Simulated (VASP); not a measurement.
Here is a VASP 6.6.1 calculation.

INCAR

```
SYSTEM = Te
ALGO     = Normal         ! electronic algorithm
EDIFF    = 1E-6           ! SCF threshold, eV
ENCUT    = 520            ! plane-wave cutoff, eV
GGA      = PE             ! functional
ISIF     = 2              ! what is computed and relaxed
ISMEAR   = 0              ! smearing method
LASPH    = .True.         ! aspherical terms in the spheres
LCHARG   = .False.        ! write CHGCAR
LREAL    = .False.        ! projectors in reciprocal space
LWAVE    = .False.        ! write WAVECAR
NBANDS   = 16             ! bands
NELM     = 100            ! most SCF steps
PREC     = Accurate       ! precision mode
SIGMA    = 0.1            ! smearing width, eV
```

The input KPOINTS:

```
k-points
0
Gamma
  7 7 5
  0 0 0
```

File POSCAR:

```
Te
1.0
    4.1961587403      0.0000000000      0.0000000000
   -2.0980793702      3.6339800674      0.0000000000
    0.0000000000      0.0000000000      5.9645086865
Te
3
Direct
    0.2940687006      0.0000000000      0.3333333333
    0.0000000000      0.2940687006      0.6666666667
    0.7059312994      0.7059312994      0.0000000000
```

Potentials or basis: VASP PAW PBE potentials, release 64 (Te).

The run is started by

```bash
$ cat potpaw_PBE.64/Te/POTCAR > POTCAR
$ mpirun -np 1 vasp_std > vasp.out
```

Predict the pressure.

5.0 GPa.

What does it give for the largest force?

0.009 eV/Å.

Predict the band gap on the k mesh.

0.46 eV (least direct gap 0.51 eV).

Forces on the atoms (eV/Å):
```
Te   0.009  0.000  0.000
Te  -0.004  0.008  0.000
Te  -0.004 -0.008  0.000
```

Caveat: the cell stands under pressure; spin-orbit coupling is left out, which moves the levels of the heavy elements. A k mesh can miss the band edges.
